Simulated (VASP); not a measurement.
# C (Im-3m) in VASP: notebook

C is run at these levels: r2SCAN; tasks: single point, relaxation of cell and atoms.

All numbers are computed with VASP 6.6.1; they aren't measurements. Logs are shortened: lines on timing, memory, paths and dates and some standing lists are left out, and cuts for length are marked.

## Step 1: The cell of the first run

The structure is cubic, space group Im-3m (No. 229). The conventional cell has a = 2.388 Å, b = 2.388 Å, c = 2.388 Å, α = 90.00°, β = 90.00°, γ = 90.00°. C (site symmetry m-3m) has 14 C at 2.07 to 2.39 Å within 2.7 Å.

## Step 2: Single point, r2SCAN

POSCAR reads:

```
C
1.0
   -1.1939981923      1.1939981923      1.1939981923
    1.1939981923     -1.1939981923      1.1939981923
    1.1939981923      1.1939981923     -1.1939981923
C
1
Direct
    0.0000000000      0.0000000000      0.0000000000
```

INCAR.step1 reads:

```
PREC = Accurate
ENCUT = 520
ISMEAR = -1
SIGMA = 0.1
LREAL = F
LASPH = T
NELM = 80
NBANDS = 8
GGA = PE
ALGO = Normal
EDIFF = 1E-4
LWAVE = T
LCHARG = F
```

INCAR.step2 reads:

```
PREC = Accurate
ENCUT = 520
EDIFF = 1E-6
ISMEAR = -1
SIGMA = 0.1
LREAL = F
LASPH = T
NELM = 80
ALGO = Normal
ISIF = 2
LWAVE = F
LCHARG = T
METAGGA = R2SCAN
LMIXTAU = T
LELF = T
LVHAR = T
NBANDS = 8
ISTART = 1
```

KPOINTS reads:

```
regular mesh
0
Gamma
  30 30 30
```

Potentials or basis: VASP PAW PBE potentials, release 64 (C).

The run is started by

```console
cat potpaw_PBE.64/C/POTCAR > POTCAR
cp INCAR.step1 INCAR
mpirun -np 1 vasp_std > vasp.out
cp INCAR.step2 INCAR
mpirun -np 1 vasp_std > vasp.out
```

OUTCAR:

```text
PREC = Accurate
   ENCUT = 520
   EDIFF = 1E-6
   ISMEAR = -1
   LREAL = F
   LASPH = T
   NELM = 80
   ISIF = 2
   METAGGA = R2SCAN
   ISTART = 1

 ion  position               nearest neighbor table
   1  0.000  0.000  0.000-

  LATTYP: Found a body centered cubic cell.
 ALAT       =     2.3879963846

  Lattice vectors:

 A1 = (  -1.1939981923,   1.1939981923,   1.1939981923)
 A2 = (   1.1939981923,  -1.1939981923,   1.1939981923)
 A3 = (   1.1939981923,   1.1939981923,  -1.1939981923)

Analysis of symmetry for initial positions (statically):
=====================================================================
 Subroutine PRICEL returns:
 Original cell was already a primitive cell.

 Routine SETGRP: Setting up the symmetry group for a
 body centered cubic supercell.

 Subroutine GETGRP returns: Found 48 space group operations
 (whereof 48 operations were pure point group operations)
 out of a pool of 48 trial point group operations.

The static configuration has the point symmetry O_h .

Analysis of symmetry for dynamics (positions and initial velocities):
=====================================================================
 Subroutine PRICEL returns:
 Original cell was already a primitive cell.

 Routine SETGRP: Setting up the symmetry group for a
 body centered cubic supercell.

 Subroutine GETGRP returns: Found 48 space group operations
 (whereof 48 operations were pure point group operations)
 out of a pool of 48 trial point group operations.

The dynamic configuration has the point symmetry O_h .

 Subroutine INISYM returns: Found 48 space group operations
 (whereof 48 operations are pure point group operations),
 and found     1 'primitive' translations

----------------------------------------------------------------------------------------

                                     Primitive cell

  volume of cell :       6.8088

  direct lattice vectors                    reciprocal lattice vectors
    -1.193998192  1.193998192  1.193998192     0.000000000  0.418761103  0.418761103
     1.193998192 -1.193998192  1.193998192     0.418761103  0.000000000  0.418761103
     1.193998192  1.193998192 -1.193998192     0.418761103  0.418761103  0.000000000

  length of vectors
     2.068065533  2.068065533  2.068065533     0.592217631  0.592217631  0.592217631

  position of ions in fractional coordinates (direct lattice)
     0.000000000  0.000000000  0.000000000

  ion indices of the primitive-cell ions
   primitive index   ion index
                 1           1

----------------------------------------------------------------------------------------

 KPOINTS: regular mesh

Automatic generation of k-mesh.
 Grid dimensions read from file:
 generate k-points for:   30   30   30

 Generating k-lattice:

  Cartesian coordinates                     Fractional coordinates (reciprocal lattice)
     0.000000000  0.013958703  0.013958703     0.033333333  0.000000000  0.000000000
     0.013958703  0.000000000  0.013958703     0.000000000  0.033333333  0.000000000
     0.013958703  0.013958703  0.000000000     0.000000000  0.000000000  0.033333333

  Length of vectors
     0.019740588  0.019740588  0.019740588

  Shift w.r.t. Gamma in fractional coordinates (k-lattice)
     0.000000000  0.000000000  0.000000000

 Subroutine IBZKPT returns following result:
 ===========================================

 Found    752 irreducible k-points:

 Following reciprocal coordinates:
            Coordinates               Weight
  0.000000  0.000000  0.000000      1.000000
  0.033333  0.000000  0.000000     12.000000
  0.066667  0.000000  0.000000     12.000000
  0.100000  0.000000  0.000000     12.000000
  0.133333  0.000000  0.000000     12.000000
  0.166667  0.000000  0.000000     12.000000
[... 16 lines left out ...]
  0.233333  0.033333  0.000000     48.000000
  0.266667  0.033333  0.000000     48.000000
 [... further k-points ...]
   k-points           NKPTS =    752   k-points in BZ     NKDIM =    752   number of bands    NBANDS=      8
   number of dos      NEDOS =    301   number of ions     NIONS =      1
   total plane-waves  NPLWV =   4096
   dimension x,y,z NGX =    16 NGY =   16 NGZ =   16
   dimension x,y,z NGXF=    32 NGYF=   32 NGZF=   32
   ions per type =               1
   NGX,Y,Z   is equivalent  to a cutoff of  12.86, 12.86, 12.86 a.u.
   NGXF,Y,Z  is equivalent  to a cutoff of  25.72, 25.72, 25.72 a.u.
 SYSTEM =  unknown system
   PREC   = accura    normal or accurate (medium, high low for compatibility)
   ISTART =      1    job   : 0-new  1-cont  2-samecut
   ICHARG =      0    charge: 1-file 2-atom 10-const
   ISPIN  =      1    spin polarized calculation?
   LNONCOLLINEAR =      F non collinear calculations
   LSORBIT =      F    spin-orbit coupling
   LASPH  =      T    aspherical Exc in radial PAW
   ENCUT  =  520.0 eV  38.22 Ry    6.18 a.u.   3.85  3.85  3.85*2*pi/ulx,y,z
   NELM   =     80;   NELMIN=  2; NELMDL=  0     # of ELM steps
   EDIFF  = 0.1E-05   stopping-criterion for ELM
   LREAL  =      F    real-space projection
   EDIFFG = 0.1E-04   stopping-criterion for IOM
   NSW    =      0    number of steps for IOM
   IBRION =     -1    ionic relax: 0-MD 1-quasi-New 2-CG
   NFREE  =      0    steps in history (QN), initial steepest desc. (CG)
   ISIF   =      2    stress and relaxation
   ISYM   =      2    0-nonsym 1-usesym 2-fastsym
   POTIM  = 0.5000    time-step for ionic-motion
   TEBEG  =    0.0;   TEEND  =   0.0 temperature during run
   PSTRESS=    0.0 pullay stress
   NELECT =       4.0000    total number of electrons
   NUPDOWN=      -1.0000    fix difference up-down
   EMIN   =  10.00;   EMAX   =-10.00  energy-range for DOS
   EFERMI =   0.00;   METHOD = LEGACY
   ISMEAR =    -1;   SIGMA  =   0.10  broadening in eV -4-tet -1-fermi 0-gaus
   EFERMI_NEDOS =   21; number of points for ismear=-14 and -15
   IALGO  =     38    algorithm
   IMIX   =      4    mixing-type and parameters
     AMIX     =   0.40;   BMIX     =  1.00
     AMIX_MAG =   1.60;   BMIX_MAG =  1.00
  volume/ion in A,a.u.               =       6.81        45.95
  Fermi-wavevector in a.u.,A,eV,Ry     =   1.371106  2.591015 25.578038  1.879933
  Thomas-Fermi vector in A             =   2.496833
   LORBIT       =      0    0 simple, 1 ext, 2 COOP (PROOUT), +10 PAW based schemes
   METAGGA = R2SCAN    functional components
   LHFCALC =     F    Hartree Fock is set to
   AEXX    =    0.0000 exact exchange contribution
   IVDW    =     0    specifies the selected vdW correction
   LEPSILON=     F    determine dielectric tensor
   LRPA    =     F    only Hartree local field effects (RPA)
 non-spin polarized calculation
  energy-cutoff  :      520.00
  volume of cell :        6.81
 maximum number of plane-waves:       194
   NGX =  7   NGY =  7   NGZ =  7

 number of electron       4.0000000 magnetization

 Free energy of the ion-electron system (eV)
  ---------------------------------------------------
  ext. energy  EPLUGINS =         0.00000000
  ---------------------------------------------------
  free energy    TOTEN  =        -5.34458294 eV

  energy without entropy =       -5.33313741  energy(sigma->0) =       -5.33886018

 E-fermi :   8.2538     XC(G=0): -14.0619

 val. band max:        8.2465838170   @ k =  -0.3667   0.3667   0.3333
 cond. band min:       8.2612197311   @ k =  -0.3333   0.3333   0.2000
 fundamental gap:      0.0146359141
 Fermi energy:         8.2537719565

 k-point     1 :       0.0000    0.0000    0.0000
  band No.  band energies     occupation
      1     -12.2538      2.00000
      2      17.8796      0.00000
      3      17.8796      0.00000
      4      17.8796      0.00000
      5      42.5136      0.00000
      6      42.5136      0.00000
      7      42.5136      0.00000
      8      45.1504      0.00000

 k-point     2 :       0.0333    0.0000    0.0000
  band No.  band energies     occupation
      1     -12.2019      2.00000
      2      17.7459      0.00000
      3      17.8035      0.00000
      4      17.8653      0.00000
      5      42.1249      0.00000
      6      42.1950      0.00000
      7      42.7001      0.00000
      8      45.1596      0.00000

 k-point     3 :       0.0667    0.0000    0.0000
  band No.  band energies     occupation
      1     -12.0462      2.00000
      2      17.3479      0.00000
      3      17.5833      0.00000
      4      17.8223      0.00000
      5      41.1059      0.00000
      6      41.1897      0.00000
      7      43.2513      0.00000
      8      45.1917      0.00000

 k-point     4 :       0.1000    0.0000    0.0000
  band No.  band energies     occupation
      1     -11.7869      2.00000
      2      16.6933      0.00000
      3      17.2407      0.00000
      4      17.7523      0.00000
      5      39.5140      0.00000
      6      40.0399      0.00000
      7      44.1436      0.00000
      8      45.1933      0.00000

 k-point     5 :       0.1333    0.0000    0.0000
  band No.  band energies     occupation
      1     -11.4242      2.00000
      2      15.7963      0.00000
      3      16.8080      0.00000
      4      17.6582      0.00000
      5      37.8843      0.00000
      6      38.8528      0.00000
      7      44.8587      0.00000
      8      45.1992      0.00000
[... 177 lines left out ...]
 k-point    22 :       0.2000    0.0333    0.0000
  band No.  band energies     occupation
      1     -10.0295      2.00000
      2      12.6582      0.00000
      3      15.4700      0.00000
      4      17.2487      0.00000
      5      34.6056      0.00000
      6      36.1123      0.00000
      7      43.9868      0.00000
      8      45.4507      0.00000

 k-point    23 :       0.2333    0.0333    0.0000
  band No.  band energies     occupation
      1      -9.3093      2.00000
      2      11.1600      0.00000
      3      14.9455      0.00000
      4      17.0950      0.00000
      5      33.6703      0.00000
      6      35.2276      0.00000
      7      44.0417      0.00000
      8      45.5228      0.00000

 k-point    24 :       0.2667    0.0333    0.0000
  band No.  band energies     occupation
      1      -8.4890      2.00000
      2       9.5697      0.00000
      3      14.4549      0.00000
      4      16.9392      0.00000
      5      32.9145      0.00000
      6      34.4447      0.00000
      7      44.2201      0.00000
      8      45.6075      0.00000

 [... further k-points ...]

------------------------ aborting loop because EDIFF is reached ----------------------------------------

  FORCE on cell =-STRESS in cart. coord.  units (eV):
  Direction    XX          YY          ZZ          XY          YZ          ZX
  --------------------------------------------------------------------------------------
  -------------------------------------------------------------------------------------
  Total        0.0093672      0.0093672      0.0093672     -0.0000000      0.0000000     -0.0000000
  in kB        2.2041885      2.2041885      2.2041885     -0.0000000      0.0000000     -0.0000000
  external PRESSURE =       2.2041885 kB  Pullay stress =       0.0000000 kB

 VOLUME and BASIS-vectors are now :
 -----------------------------------------------------------------------------
  energy-cutoff  :      520.00
  volume of cell :        6.81
      direct lattice vectors                 reciprocal lattice vectors
    -1.193998192  1.193998192  1.193998192     0.000000000  0.418761103  0.418761103
     1.193998192 -1.193998192  1.193998192     0.418761103  0.000000000  0.418761103
     1.193998192  1.193998192 -1.193998192     0.418761103  0.418761103  0.000000000

 POSITION                                       TOTAL-FORCE (eV/Angst)
 -----------------------------------------------------------------------------------
      0.00000      0.00000      0.00000        -0.000000     -0.000000      0.000000
 -----------------------------------------------------------------------------------
    total drift:                                0.000000      0.000000     -0.000000

  FREE ENERGIE OF THE ION-ELECTRON SYSTEM (eV)
  ---------------------------------------------------
  free  energy   TOTEN  =        -5.3445829419 eV

  energy  without entropy=       -5.3331374140  energy(sigma->0) =       -5.33886018
```

It took 51 s on 1 thread of Intel Xeon Platinum 8259CL at 2.50GHz (Skylake/Cascade Lake), shared host; peak memory 0.14 GiB.

Results:

| Quantity | Value |
| --- | --- |
| Free energy | -5.3446 eV |
| Pressure | 0.2 GPa |
| Band gap on the k mesh | zero (band 2 reaches 17.88 eV, above the bottom of band 3 at 3.14 eV) |

Levels at points of the mesh, in eV from the Fermi level:
| k point | band 1 | band 2 | band 3 | band 4 | band 5 |
| --- | --- | --- | --- | --- | --- |
| (0.00, 0.00, 0.00) | -20.51 | 9.63 | 9.63 | 9.63 | 34.26 |
| (0.50, 0.00, 0.00) | -9.24 | -9.05 | 4.68 | 8.21 | 22.63 |
| (0.50, 0.50, 0.50) | -1.60 | -1.60 | -1.60 | 0.18 | 12.83 |

Caveat: the PAW data sets were made with another functional, which shifts forces and pressure a little.

## Step 3: Relaxation of cell and atoms, r2SCAN

This run uses another cell than the first one, of 6.62 Å³/atom, 0.972 times its volume.

POSCAR reads:

```
C
1.0
   -1.1826249197      1.1826249197      1.1826249197
    1.1826249197     -1.1826249197      1.1826249197
    1.1826249197      1.1826249197     -1.1826249197
C
1
Direct
    0.0000000000      0.0000000000      0.0000000000
```

INCAR.step1 reads:

```
SYSTEM = C
ALGO = Normal
EDIFF = 1E-4
ENCUT = 600
GGA = PE
ISMEAR = -1
LASPH = .TRUE.
LCHARG = .FALSE.
LREAL = .FALSE.
LWAVE = .TRUE.
NELM = 100
PREC = Accurate
SIGMA = 0.1
```

INCAR.step2 reads:

```
SYSTEM = C
ALGO = Normal
EDIFF = 1E-6
EDIFFG = -0.01
ENCUT = 600
IBRION = 2
ISIF = 3
ISMEAR = -1
ISTART = 1
LASPH = .TRUE.
LCHARG = .FALSE.
LMIXTAU = .TRUE.
LREAL = .FALSE.
LWAVE = .FALSE.
METAGGA = R2SCAN
NELM = 100
NSW = 80
PREC = Accurate
SIGMA = 0.1
```

KPOINTS reads:

```
k-points
0
G
  18 18 18
  0 0 0
```

Potentials or basis: VASP PAW PBE potentials, release 64 (C).

The run is started by

```console
cat potpaw_PBE.64/C/POTCAR > POTCAR
cp INCAR.step1 INCAR
mpirun -np 1 vasp_std > vasp.out
cp INCAR.step2 INCAR
mpirun -np 1 vasp_std > vasp.out
```

Run time: 31 s. Hardware: 1 thread of Intel Xeon Platinum 8259CL at 2.50GHz (Skylake/Cascade Lake), shared host; peak memory 0.11 GiB.

Results (log left out):

- Free energy: -5.3462 eV
- Relaxed volume: 6.81 Å³/atom
- Relaxed cell: a = 2.068 Å, b = 2.068 Å, c = 2.068 Å, α = 109.47°, β = 109.47°, γ = 109.47°
- Space group after relaxing (to 0.05 Å): Im-3m (No. 229)
- Energy gained by relaxing: 3.2 meV/atom
- Ionic steps: 3
- Pressure after relaxing: 0.0 GPa
- Band gap on the k mesh: zero (band 2 reaches 17.89 eV, above the bottom of band 3 at 3.14 eV)

The path:
```tsv
step	energy change (eV)	largest force (eV/Å)	pressure (GPa)	volume (Å³)
1	0.0000	0.0000	5.45	6.62
2	-0.0031	0.0000	-0.74	6.83
3	-0.0032	0.0000	0.04	6.81
```

Final structure:
```xyz
1
Lattice="-1.1938 1.1938 1.1938 1.1938 -1.1938 1.1938 1.1938 1.1938 -1.1938" Properties=species:S:1:pos:R:3 pbc="T T T"
C     0.0000    0.0000    0.0000
```

Levels at points of the mesh, in eV from the Fermi level:
| k point | band 1 | band 2 | band 3 | band 4 | band 5 | band 6 |
| --- | --- | --- | --- | --- | --- | --- |
| (0.00, 0.00, 0.00) | -20.57 | 9.57 | 9.57 | 9.57 | 34.21 | 34.21 |
| (0.50, 0.00, 0.00) | -9.30 | -9.11 | 4.63 | 8.16 | 22.59 | 23.59 |
| (0.50, 0.50, 0.50) | -1.65 | -1.65 | -1.65 | 0.13 | 12.78 | 12.78 |

Caveat: the PAW data sets were made with another functional, which shifts forces and pressure a little.
